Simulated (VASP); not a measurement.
# InAs in VASP: notebook, part 2 of 3

VASP 6.6.1. The steps go on from the part before.

### Step 3. Relaxation of the atoms, PBE (26.12 Å³/atom)

This run uses another cell than the first one, of 26.12 Å³/atom.

Contents of INCAR:

```
SYSTEM = InAs
PREC = Accurate
ENCUT = 520
EDIFF = 1E-6
ISMEAR = -1
SIGMA = 0.05
LREAL = .FALSE.
LASPH = .TRUE.
NELM = 80
ALGO = Normal
ISIF = 2
LWAVE = .FALSE.
LCHARG = .FALSE.
GGA = PE
IBRION = 2
NSW = 80
EDIFFG = -0.02
```

Contents of KPOINTS:

```
Automatic mesh
0
G
  13 13 13
  0 0 0
```

Contents of POSCAR:

```
InAs
1.0
    0.0000000000      2.9671663233      2.9671663233
    2.9671663233      0.0000000000      2.9671663233
    2.9671663233      2.9671663233      0.0000000000
In As
1 1
Direct
    0.0000000000      0.0000000000      0.0000000000
    0.2500000000      0.2500000000      0.2500000000
```

Potentials or basis: VASP PAW PBE potentials, release 64 (In_d, As).

Run with:

```
$ cat potpaw_PBE.64/In_d/POTCAR potpaw_PBE.64/As/POTCAR > POTCAR
$ mpirun -np 1 vasp_std > vasp.out
```

OUTCAR:

```text
SYSTEM = InAs
   PREC = Accurate
   ENCUT = 520
   EDIFF = 1E-6
   ISMEAR = -1
   LREAL = .FALSE.
   LASPH = .TRUE.
   NELM = 80
   ISIF = 2
   GGA = PE
   IBRION = 2
   NSW = 80
   EDIFFG = -0.02

 ion  position               nearest neighbor table
   1  0.000  0.000  0.000-   2 2.57   2 2.57   2 2.57   2 2.57
   2  0.250  0.250  0.250-   1 2.57   1 2.57   1 2.57   1 2.57

  LATTYP: Found a face centered cubic cell.
 ALAT       =     5.9343326466

  Lattice vectors:

 A1 = (   0.0000000000,   2.9671663233,   2.9671663233)
 A2 = (   2.9671663233,   0.0000000000,   2.9671663233)
 A3 = (   2.9671663233,   2.9671663233,   0.0000000000)

Analysis of symmetry for initial positions (statically):
=====================================================================
 Subroutine PRICEL returns:
 Original cell was already a primitive cell.

 Routine SETGRP: Setting up the symmetry group for a
 face centered cubic supercell.

 Subroutine GETGRP returns: Found 24 space group operations
 (whereof 24 operations were pure point group operations)
 out of a pool of 48 trial point group operations.

The static configuration has the point symmetry T_d .

Analysis of symmetry for dynamics (positions and initial velocities):
=====================================================================
 Subroutine PRICEL returns:
 Original cell was already a primitive cell.

 Routine SETGRP: Setting up the symmetry group for a
 face centered cubic supercell.

 Subroutine GETGRP returns: Found 24 space group operations
 (whereof 24 operations were pure point group operations)
 out of a pool of 48 trial point group operations.

The dynamic configuration has the point symmetry T_d .

 Subroutine INISYM returns: Found 24 space group operations
 (whereof 24 operations are pure point group operations),
 and found     1 'primitive' translations

----------------------------------------------------------------------------------------

                                     Primitive cell

  volume of cell :      52.2463

  direct lattice vectors                    reciprocal lattice vectors
     0.000000000  2.967166323  2.967166323    -0.168510945  0.168510945  0.168510945
     2.967166323  0.000000000  2.967166323     0.168510945 -0.168510945  0.168510945
     2.967166323  2.967166323  0.000000000     0.168510945  0.168510945 -0.168510945

  length of vectors
     4.196206856  4.196206856  4.196206856     0.291869518  0.291869518  0.291869518

  position of ions in fractional coordinates (direct lattice)
     0.000000000  0.000000000  0.000000000
     0.250000000  0.250000000  0.250000000

  ion indices of the primitive-cell ions
   primitive index   ion index
                 1           1
                 2           2

----------------------------------------------------------------------------------------

 KPOINTS: Automatic mesh

Automatic generation of k-mesh.
 Grid dimensions read from file:
 generate k-points for:   13   13   13

 Generating k-lattice:

  Cartesian coordinates                     Fractional coordinates (reciprocal lattice)
    -0.012962380  0.012962380  0.012962380     0.076923077  0.000000000  0.000000000
     0.012962380 -0.012962380  0.012962380     0.000000000  0.076923077  0.000000000
     0.012962380  0.012962380 -0.012962380     0.000000000  0.000000000  0.076923077

  Length of vectors
     0.022451501  0.022451501  0.022451501

  Shift w.r.t. Gamma in fractional coordinates (k-lattice)
     0.000000000  0.000000000  0.000000000

 Subroutine IBZKPT returns following result:
 ===========================================

 Found     84 irreducible k-points:

 Following reciprocal coordinates:
            Coordinates               Weight
  0.000000  0.000000  0.000000      1.000000
  0.076923  0.000000  0.000000      8.000000
  0.153846  0.000000  0.000000      8.000000
  0.230769  0.000000  0.000000      8.000000
  0.307692  0.000000  0.000000      8.000000
  0.384615  0.000000  0.000000      8.000000
[... 16 lines left out ...]
  0.384615  0.153846  0.000000     24.000000
  0.461538  0.153846  0.000000     24.000000
 [... further k-points ...]
   k-points           NKPTS =     84   k-points in BZ     NKDIM =     84   number of bands    NBANDS=     13
   number of dos      NEDOS =    301   number of ions     NIONS =      2
   total plane-waves  NPLWV =  32768
   dimension x,y,z NGX =    32 NGY =   32 NGZ =   32
   dimension x,y,z NGXF=    64 NGYF=   64 NGZF=   64
   ions per type =               1   1
   NGX,Y,Z   is equivalent  to a cutoff of  12.68, 12.68, 12.68 a.u.
   NGXF,Y,Z  is equivalent  to a cutoff of  25.36, 25.36, 25.36 a.u.
 SYSTEM =  InAs
   PREC   = accura    normal or accurate (medium, high low for compatibility)
   ISTART =      0    job   : 0-new  1-cont  2-samecut
   ICHARG =      2    charge: 1-file 2-atom 10-const
   ISPIN  =      1    spin polarized calculation?
   LNONCOLLINEAR =      F non collinear calculations
   LSORBIT =      F    spin-orbit coupling
   LASPH  =      T    aspherical Exc in radial PAW
   ENCUT  =  520.0 eV  38.22 Ry    6.18 a.u.   7.80  7.80  7.80*2*pi/ulx,y,z
   NELM   =     80;   NELMIN=  2; NELMDL= -5     # of ELM steps
   EDIFF  = 0.1E-05   stopping-criterion for ELM
   LREAL  =      F    real-space projection
   EDIFFG = -.2E-01   stopping-criterion for IOM
   NSW    =     80    number of steps for IOM
   IBRION =      2    ionic relax: 0-MD 1-quasi-New 2-CG
   NFREE  =      1    steps in history (QN), initial steepest desc. (CG)
   ISIF   =      2    stress and relaxation
   ISYM   =      2    0-nonsym 1-usesym 2-fastsym
   POTIM  = 0.5000    time-step for ionic-motion
   TEBEG  =    0.0;   TEEND  =   0.0 temperature during run
   PSTRESS=    0.0 pullay stress
   NELECT =      18.0000    total number of electrons
   NUPDOWN=      -1.0000    fix difference up-down
   EMIN   =  10.00;   EMAX   =-10.00  energy-range for DOS
   EFERMI =   0.00;   METHOD = LEGACY
   ISMEAR =    -1;   SIGMA  =   0.05  broadening in eV -4-tet -1-fermi 0-gaus
   EFERMI_NEDOS =   21; number of points for ismear=-14 and -15
   IALGO  =     38    algorithm
   IMIX   =      4    mixing-type and parameters
     AMIX     =   0.40;   BMIX     =  1.00
     AMIX_MAG =   1.60;   BMIX_MAG =  1.00
  volume/ion in A,a.u.               =      26.12       176.29
  Fermi-wavevector in a.u.,A,eV,Ry     =   1.147661  2.168766 17.920597  1.317127
  Thomas-Fermi vector in A             =   2.284340
   LORBIT       =      0    0 simple, 1 ext, 2 COOP (PROOUT), +10 PAW based schemes
   GGA     = PE    functional components
   LHFCALC =     F    Hartree Fock is set to
   AEXX    =    0.0000 exact exchange contribution
   IVDW    =     0    specifies the selected vdW correction
   LEPSILON=     F    determine dielectric tensor
   LRPA    =     F    only Hartree local field effects (RPA)
 conjugate gradient relaxation of ions
 non-spin polarized calculation
  energy-cutoff  :      520.00
  volume of cell :       52.25
 maximum number of plane-waves:      1422
   NGX = 15   NGY = 15   NGZ = 15

 number of electron      18.0000007 magnetization

 Free energy of the ion-electron system (eV)
  ---------------------------------------------------
  ext. energy  EPLUGINS =         0.00000000
  ---------------------------------------------------
  free energy    TOTEN  =        -7.55905857 eV

  energy without entropy =       -7.55889059  energy(sigma->0) =       -7.55897458

 E-fermi :   5.2235     XC(G=0):  -9.3433

 val. band max:        5.1951209282   @ k =   0.0000   0.0000   0.0000
 cond. band min:       6.0487686648   @ k =   0.0769   0.0000   0.0000
 fundamental gap:      0.8536477367
 Fermi energy:         5.2234664376

 k-point     1 :       0.0000    0.0000    0.0000
  band No.  band energies     occupation
      1      -9.4212      2.00000
      2      -9.4212      2.00000
      3      -9.4212      2.00000
      4      -9.2698      2.00000
      5      -9.2698      2.00000
      6      -7.1442      2.00000
      7       5.0994      1.84552
      8       5.0994      1.84552
      9       5.0994      1.84552
     10       5.1951      1.27610
     11       9.0272      0.00000
     12       9.0272      0.00000
     13       9.0272      0.00000
[... 353 lines left out ...]
 k-point    24 :       0.4615    0.1538    0.0000
  band No.  band energies     occupation
      1      -9.5793      2.00000
      2      -9.3766      2.00000
      3      -9.3689      2.00000
      4      -9.2764      2.00000
      5      -9.2566      2.00000
      6      -5.5094      2.00000
      7      -0.5333      2.00000
      8       2.9431      2.00000
      9       3.5998      2.00000
     10       7.3834      0.00000
     11       9.3217      0.00000
     12      10.7479      0.00000
     13      11.4139      0.00000

 [... further k-points ...]
[... 5 lines left out ...]
  --------------------------------------------------------------------------------------
  -------------------------------------------------------------------------------------
  Total        2.6853540      2.6853540      2.6853540      0.0000000      0.0000000     -0.0000000
  in kB       82.3486466     82.3486466     82.3486466      0.0000000      0.0000000     -0.0000000
  external PRESSURE =      82.3486466 kB  Pullay stress =       0.0000000 kB

 VOLUME and BASIS-vectors are now :
 -----------------------------------------------------------------------------
  energy-cutoff  :      520.00
  volume of cell :       52.25
      direct lattice vectors                 reciprocal lattice vectors
     0.000000000  2.967166323  2.967166323    -0.168510945  0.168510945  0.168510945
     2.967166323  0.000000000  2.967166323     0.168510945 -0.168510945  0.168510945
     2.967166323  2.967166323  0.000000000     0.168510945  0.168510945 -0.168510945

 POSITION                                       TOTAL-FORCE (eV/Angst)
 -----------------------------------------------------------------------------------
      0.00000      0.00000      0.00000        -0.000000     -0.000000     -0.000000
      1.48358      1.48358      1.48358         0.000000      0.000000      0.000000
 -----------------------------------------------------------------------------------
    total drift:                               -0.000000     -0.000000     -0.000000

  FREE ENERGIE OF THE ION-ELECTRON SYSTEM (eV)
  ---------------------------------------------------
  free  energy   TOTEN  =        -7.5590585744 eV

  energy  without entropy=       -7.5588905852  energy(sigma->0) =       -7.55897458

 reached required accuracy - stopping structural energy minimisation
```

CONTCAR:

```text
InAs
   1.00000000000000
     0.0000000000000000    2.9671663232999999    2.9671663232999999
     2.9671663232999999    0.0000000000000000    2.9671663232999999
     2.9671663232999999    2.9671663232999999    0.0000000000000000
  In              As
     1     1
Direct
     0.0000000000000000    0.0000000000000000    0.0000000000000000
     0.2500000000000000    0.2500000000000000    0.2500000000000000

  0.00000000E+00  0.00000000E+00  0.00000000E+00
  0.00000000E+00  0.00000000E+00  0.00000000E+00
```

It took 23 s on 1 thread of Intel Xeon 6975P-C (Granite Rapids), shared host; peak memory 0.21 GiB.

What came out:

```yaml
Free_energy: -7.5591 eV
Pressure_after_relaxing: 8.2 GPa
```

Final structure:
```
In As
1.0
     0.00000    2.96717    2.96717
     2.96717    0.00000    2.96717
     2.96717    2.96717    0.00000
In As
1 1
Cartesian
  0.0000 0.0000 0.0000
  1.4836 1.4836 1.4836
```

Caveat: the relaxation stopped at its first step, so nothing moved; spin-orbit coupling is left out, which moves the levels of the heavy elements.

### Step 4. Relaxation of the atoms, PBE (27.23 Å³/atom)

This run uses another cell than the first one, of 27.23 Å³/atom.

Contents of INCAR:

```
SYSTEM = InAs
PREC = Accurate ; ENCUT = 520
EDIFF = 1E-7 ; ISMEAR = -1
SIGMA = 0.05 ; LREAL = .False.
LASPH = .True. ; NELM = 60
ALGO = Normal ; ISIF = 2
LWAVE = .False. ; LCHARG = .False.
GGA = PE ; IBRION = 2
NSW = 80 ; EDIFFG = -0.02
```

Contents of KPOINTS:

```
regular mesh
0
Gamma
  13 13 13
  0 0 0
```

Contents of POSCAR:

```
InAs
1.0
    0.0000000000      3.0086705284      3.0086705284
    3.0086705284      0.0000000000      3.0086705284
    3.0086705284      3.0086705284      0.0000000000
In As
1 1
Direct
    0.0000000000      0.0000000000      0.0000000000
    0.2500000000      0.2500000000      0.2500000000
```

Run with:

```
$ cat potpaw_PBE.64/In_d/POTCAR potpaw_PBE.64/As/POTCAR > POTCAR
$ mpirun -np 1 vasp_std > vasp.out
```

Run time: 80 s. Hardware: 1 thread of Intel Xeon 8259CL, shared host; peak memory 0.22 GiB.

It converged, with:

| Quantity | Value |
| --- | --- |
| Free energy | -7.6504 eV |
| Pressure after relaxing | 5.0 GPa |
| Band gap on the k mesh | zero (filled and empty bands touch) |

Final structure:
```xyz
2
Lattice="0.0000 3.0087 3.0087 3.0087 0.0000 3.0087 3.0087 3.0087 0.0000" Properties=species:S:1:pos:R:3 pbc="T T T"
In    0.0000    0.0000    0.0000
As    1.5043    1.5043    1.5043
```

Levels at points of the mesh, in eV from the Fermi level:
| k point | band 6 | band 7 | band 8 | band 9 | band 10 | band 11 | band 12 | band 13 |
| --- | --- | --- | --- | --- | --- | --- | --- | --- |
| (0.00, 0.00, 0.00) | -12.06 | -0.22 | -0.11 | -0.11 | -0.11 | 3.81 | 3.81 | 3.81 |

Caveat: the relaxation stopped at its first step, so nothing moved; semilocal functionals underestimate gaps, so a narrow gap can read as zero; spin-orbit coupling is left out, which moves the levels of the heavy elements.

(Part 2 of 3 ends here.)
